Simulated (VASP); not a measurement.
# BN (P6_3/mmc) in VASP: further runs, part 2 of 2

VASP 6.6.1.

## (3) Relaxation of cell and atoms, PBEsol, target pressure 4 GPa, at which the enthalpy is minimised

This run uses another cell than the first one, of 8.29 Å³/atom, 1.084 times its volume.

INCAR reads:

```
SYSTEM = BN
  PREC = Accurate
  ENCUT = 600
  EDIFF = 1E-6
  ISMEAR = 0
  SIGMA = 0.02
  LREAL = .FALSE.
  LASPH = .TRUE.
  NELM = 80
  ALGO = Normal
  ISIF = 3
  LWAVE = .FALSE.
  LCHARG = .FALSE.
  GGA = PS
  IBRION = 2
  NSW = 70
  EDIFFG = -0.008
  PSTRESS = 40.0
```

KPOINTS reads:

```
Automatic mesh
0
G
  12 12 4
  0 0 0
```

POSCAR reads:

```
BN
1.0
    2.4364370303      0.0000000000      0.0000000000
   -1.2182185151      2.1100163630      0.0000000000
    0.0000000000      0.0000000000      6.4487137431
B N
2 2
Direct
    0.3333333333      0.6666666667      0.2500000000
    0.6666666667      0.3333333333      0.7500000000
    0.3333333333      0.6666666667      0.7500000000
    0.6666666667      0.3333333333      0.2500000000
```

Potentials or basis: VASP PAW PBE potentials, release 64 (B, N).

Launch:

```console
cat potpaw_PBE.64/B/POTCAR potpaw_PBE.64/N/POTCAR > POTCAR
mpirun -np 1 vasp_std > vasp.out
```

OUTCAR:

```text
SYSTEM = BN
   PREC = Accurate
   ENCUT = 600
   EDIFF = 1E-6
   ISMEAR = 0
   LREAL = .FALSE.
   LASPH = .TRUE.
   NELM = 80
   ISIF = 3
   GGA = PS
   IBRION = 2
   NSW = 70
   EDIFFG = -0.008
   PSTRESS = 40.0

 ion  position               nearest neighbor table
   1  0.333  0.667  0.250-   4 1.41   4 1.41   4 1.41
   2  0.667  0.333  0.750-   3 1.41   3 1.41   3 1.41
   3  0.333  0.667  0.750-   2 1.41   2 1.41   2 1.41
   4  0.667  0.333  0.250-   1 1.41   1 1.41   1 1.41

  LATTYP: Found a hexagonal cell.
 ALAT       =     2.4364370303
 C/A-ratio  =     2.6467803858

  Lattice vectors:

 A1 = (   2.4364370303,   0.0000000000,   0.0000000000)
 A2 = (  -1.2182185151,   2.1100163630,   0.0000000000)
 A3 = (   0.0000000000,   0.0000000000,   6.4487137431)

Analysis of symmetry for initial positions (statically):
=====================================================================
 Subroutine PRICEL returns:
 Original cell was already a primitive cell.

 Routine SETGRP: Setting up the symmetry group for a
 hexagonal supercell.

 Subroutine GETGRP returns: Found 24 space group operations
 (whereof 12 operations were pure point group operations)
 out of a pool of 24 trial point group operations.

The static configuration has the point symmetry D_3d.
 The point group associated with its full space group is D_6h.

Analysis of symmetry for dynamics (positions and initial velocities):
=====================================================================
 Subroutine PRICEL returns:
[... 364 lines left out ...]
--------------------------------------- Ionic step       11  -------------------------------------------

 number of electron      15.9999998 magnetization

 Free energy of the ion-electron system (eV)
  ---------------------------------------------------
  ext. energy  EPLUGINS =         0.00000000
  ---------------------------------------------------
  free energy    TOTEN  =       -36.52580130 eV

  energy without entropy =      -36.52580130  energy(sigma->0) =      -36.52580130

 E-fermi :   3.1692     XC(G=0): -10.8858

 val. band max:        3.0232941366   @ k =   0.3333   0.2500   0.0000
 cond. band min:       7.0247747157   @ k =   0.5000  -0.0000   0.0000
 fundamental gap:      4.0014805791
 Fermi energy:         3.1692161341

 k-point     1 :       0.0000    0.0000    0.0000
  band No.  band energies     occupation
      1     -14.9900      2.00000
      2     -14.4281      2.00000
      3      -3.8266      2.00000
      4      -0.6106      2.00000
      5       1.6366      2.00000
      6       1.6366      2.00000
      7       1.7218      2.00000
      8       1.7218      2.00000
      9       8.6454      0.00000
     10      14.1650      0.00000
     11      14.4549      0.00000
     12      14.4549      0.00000
[... 331 lines left out ...]
 k-point    24 :       0.3333    0.0000    0.2500
  band No.  band energies     occupation
      1     -12.8888      2.00000
      2     -12.5978      2.00000
      3      -3.9925      2.00000
      4      -3.8619      2.00000
      5      -0.6475      2.00000
      6      -0.6050      2.00000
      7      -0.5527      2.00000
      8       1.2544      2.00000
      9       9.6062      0.00000
     10      10.6357      0.00000
     11      12.2761      0.00000
     12      13.1475      0.00000

 [... further k-points ...]
[... 5 lines left out ...]
  --------------------------------------------------------------------------------------
  -------------------------------------------------------------------------------------
  Total        0.8238378      0.8238378      0.8203458      0.0000000     -0.0000000      0.0000000
  in kB       40.0723053     40.0723053     39.9024499      0.0000000     -0.0000000      0.0000000
  external PRESSURE =       0.0156868 kB  Pullay stress =      40.0000000 kB
[... 23 lines left out ...]
  energy  without entropy=      -36.5258012986  energy(sigma->0) =      -36.52580130

  enthalpy is  TOTEN    =       -35.7034500364 eV   P V=        0.8223512622

 reached required accuracy - stopping structural energy minimisation
```

It took 85 s on 1 thread of Intel Xeon Platinum 8488C (Sapphire Rapids), shared host; peak memory 0.16 GiB.

Results:

```
Free energy                                            : -36.5258 eV
Relaxed volume                                         : 8.23 Å³/atom
Relaxed cell                                           : a = 2.498 Å, b = 2.498 Å, c = 6.097 Å, α = 90.00°, β = 90.00°, γ = 120.00°
Space group after relaxing (to 0.05 Å)                 : P6_3/mmc (No. 194)
Energy change on relaxing (the enthalpy is what falls) : -41.2 meV/atom
Ionic steps                                            : 11
Pressure after relaxing                                : 4.0 GPa
Band gap on the k mesh                                 : 4.00 eV, indirect (least direct gap 4.32 eV)
```

The path:
| step | energy change (eV) | largest force (eV/Å) | pressure (GPa) | volume (Å³) |
| --- | --- | --- | --- | --- |
| 1 | 0.0000 | 0.0000 | 23.91 | 33.15 |
| 2 | 0.2917 | 0.0000 | -27.77 | 38.26 |
| 3 | -0.1965 | 0.0000 | 2.21 | 34.84 |
| 4 | -0.1949 | 0.0000 | 3.08 | 34.76 |
| 5 | -0.1941 | 0.0000 | 3.44 | 34.73 |
| 6 | -0.1922 | 0.0000 | 3.51 | 34.54 |
| 7 | -0.1852 | 0.0000 | 3.72 | 33.99 |
| 8 | -0.1633 | 0.0000 | 4.31 | 32.88 |
| 9 | -0.1642 | 0.0000 | 4.28 | 32.92 |
| 10 | -0.1672 | 0.0000 | 2.25 | 33.08 |
| 11 | -0.1648 | 0.0000 | 4.00 | 32.94 |

Final structure:
```
CELL_PARAMETERS angstrom
2.49757 0.00000 0.00000
-1.24878 2.16296 0.00000
0.00000 0.00000 6.09738
ATOMIC_POSITIONS crystal
B 0.33333 0.66667 0.25000
B 0.66667 0.33333 0.75000
N 0.33333 0.66667 0.75000
N 0.66667 0.33333 0.25000
```

Levels at points of the mesh, in eV from the valence-band top:
```csv
k point,band 6,band 7,band 8,band 9,band 10,band 11
"(0.00, 0.00, 0.00)",-1.39,-1.30,-1.30,5.62,11.14,11.43
"(0.50, 0.00, 0.00)",-4.11,-1.89,-0.32,4.00,5.99,9.56
"(0.00, 0.00, 0.50)",-1.34,-1.34,-1.34,8.51,8.51,11.55
"(0.50, 0.00, 0.50)",-4.18,-1.03,-1.03,4.55,4.55,9.92
```

Caveat: the cell is relaxed towards a set pressure, so the enthalpy falls and the energy may rise; the PAW data sets were made with another functional, which shifts forces and pressure a little; this functional lacks dispersion, which binds the layers, so the pressure and a relaxed spacing across them are unreliable. PBEsol gaps usually lie below the measured ones, often by a third to a half.

## (4) Relaxation of cell and atoms, PBEsol, target pressure 50 GPa, at which the enthalpy is minimised

This run uses another cell than the first one, of 6.26 Å³/atom, 0.819 times its volume.

INCAR reads:

```
ALGO = Normal
EDIFF = 1E-6
EDIFFG = -0.008
ENCUT = 600
GGA = PS
IBRION = 2
ISIF = 3
ISMEAR = 0
LASPH = True
LCHARG = False
LREAL = False
LWAVE = False
NELM = 60
NSW = 70
PREC = Accurate
PSTRESS = 500.0
SIGMA = 0.02
```

KPOINTS reads:

```
k-points
0
Gamma
  12 12 6
```

POSCAR reads:

```
BN
1.0
    2.4032926102      0.0000000000      0.0000000000
   -1.2016463051      2.0813124531      0.0000000000
    0.0000000000      0.0000000000      5.0047515406
B N
2 2
Direct
    0.3333333333      0.6666666667      0.2500000000
    0.6666666667      0.3333333333      0.7500000000
    0.3333333333      0.6666666667      0.7500000000
    0.6666666667      0.3333333333      0.2500000000
```

Launch:

```console
cat potpaw_PBE.64/B/POTCAR potpaw_PBE.64/N/POTCAR > POTCAR
mpirun -np 1 vasp_std > vasp.out
```

Run time: 68 s. Hardware: 1 thread of Intel Xeon Platinum 8488C (Sapphire Rapids), shared host; peak memory 0.15 GiB.

The run converged. Its results:

* Free energy: -35.4060 eV
* Relaxed volume: 6.05 Å³/atom
* Relaxed cell: a = 2.446 Å, b = 2.446 Å, c = 4.671 Å, α = 90.00°, β = 90.00°, γ = 120.00°
* Space group after relaxing (to 0.05 Å): P6_3/mmc (No. 194)
* Energy change on relaxing (the enthalpy is what falls): +26.9 meV/atom
* Ionic steps: 10
* Pressure after relaxing: 49.9 GPa
* Band gap on the k mesh: 3.53 eV, indirect (least direct gap 4.43 eV)

Stress tensor (GPa, compression positive):
```
49.99  0.00  0.00
 0.00 49.99  0.00
 0.00  0.00 49.82
```

Step by step:
```
step  energy change (eV)  largest force (eV/Å)  pressure (GPa)  volume (Å³)
   1              0.0000                0.0000           61.26        25.03
   2             -0.3599                0.0000           12.20        26.61
   3             -0.2612                0.0000           40.76        25.63
   4             -0.0644                0.0000           45.38        24.80
   5              0.0776                0.0000           48.73        24.30
   6              0.1063                0.0000           49.41        24.21
   7              0.0974                0.0000           49.18        24.24
   8              0.1183                0.0000           51.46        24.17
   9              0.1033                0.0000           49.84        24.22
  10              0.1074                0.0000           49.94        24.20
```

Final structure:
```
CELL_PARAMETERS angstrom
2.44611 0.00000 0.00000
-1.22305 2.11839 0.00000
0.00000 0.00000 4.67098
ATOMIC_POSITIONS crystal
B 0.33333 0.66667 0.25000
B 0.66667 0.33333 0.75000
N 0.33333 0.66667 0.75000
N 0.66667 0.33333 0.25000
```

Levels at points of the mesh, in eV from the valence-band top:
```csv
k point,band 5,band 6,band 7,band 8,band 9,band 10,band 11,band 12
"(0.00, 0.00, 0.00)",-2.41,-1.74,-1.74,-1.35,9.10,10.53,10.53,11.81
"(0.50, 0.00, 0.00)",-5.59,-4.65,-4.63,-1.27,4.66,8.38,8.56,10.68
"(0.00, 0.00, 0.50)",-2.09,-2.09,-2.09,-2.09,11.10,11.10,11.10,11.10
"(0.50, 0.00, 0.50)",-5.14,-5.14,-1.73,-1.73,4.19,4.19,9.78,9.78
```

Caveat: the cell is relaxed towards a set pressure, so the enthalpy falls and the energy may rise; the PAW data sets were made with another functional, which shifts forces and pressure a little.

## (5) The runs side by side

| cell | k mesh | gap on the mesh (eV) | pressure (GPa) |
| --- | --- | --- | --- |
| relaxed to 12 GPa from a = 2.431, b = 2.431, c = 5.974 Å, angles 90.0, 90.0, 120.0°, 4 atoms | 12 × 12 × 4 | 3.88 | 12.0 |
| relaxed to 4 GPa from a = 2.436, b = 2.436, c = 6.449 Å, angles 90.0, 90.0, 120.0°, 4 atoms | 12 × 12 × 4 | 4.00 | 4.0 |
| relaxed to 50 GPa from a = 2.403, b = 2.403, c = 5.005 Å, angles 90.0, 90.0, 120.0°, 4 atoms | 12 × 12 × 6 | 3.53 | 49.9 |

Alike in all rows: task relaxation of cell and atoms; level PBEsol; potentials or basis VASP PAW PBE potentials, release 64 (B, N); no spin polarisation; cutoff (eV) 600; smearing gaussian 0.02 eV.

Caveats: the cell is relaxed towards a set pressure, so the enthalpy falls and the energy may rise; the PAW data sets were made with another functional, which shifts forces and pressure a little; this functional lacks dispersion, which binds the layers, so the pressure and a relaxed spacing across them are unreliable (some runs).

Total energies depend on the potentials used, so only differences within one code and one set of settings carry meaning.
